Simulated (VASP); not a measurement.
GaSb (sol), 2 atoms in the cell. Symmetry: F-43m, No. 216, cubic system. Conventional cell: a = 6.112 Å, b = 6.112 Å, c = 6.112 Å, α = 90.00°, β = 90.00°, γ = 90.00°. Ga (site symmetry -43m) has 4 Sb at 2.65 Å within 3.5 Å. Sb (site symmetry -43m) has 4 Ga at 2.65 Å within 3.5 Å. 

```yaml
Program: VASP 6.6.1
Task: relaxation of cell and atoms
Functional: PBEsol
Potentials_or_basis: VASP PAW PBE potentials, release 64 (Ga_d, Sb)
Cutoff: 600 eV
k_mesh: 12 × 12 × 12
Occupations: fermi-dirac, width 0.15 eV
Spin: no spin polarisation
Dipole_correction: no
Further_INCAR_settings: ALGO = Normal; EDIFF = 1e-06; IBRION = 2; EDIFFG = -0.001; NSW = 80; ISIF = 3
```

Potentials or basis: VASP PAW PBE potentials, release 64 (Ga_d, Sb).

Command:

```bash
$ cat potpaw_PBE.64/Ga_d/POTCAR potpaw_PBE.64/Sb/POTCAR > POTCAR
$ mpirun -np 1 vasp_std > vasp.out
```

Hardware: 1 thread of Intel(R) Xeon(R) Platinum 8488C (Sapphire Rapids), with other jobs on the host.

Task: Estimate the wall time of this run.

Result: It took 4.9 min on 1 thread of Intel(R) Xeon(R) Platinum 8488C (Sapphire Rapids) (shared host), peak memory 0.25 GiB. Counts: scf iterations 84, k points 72, ion steps 32.
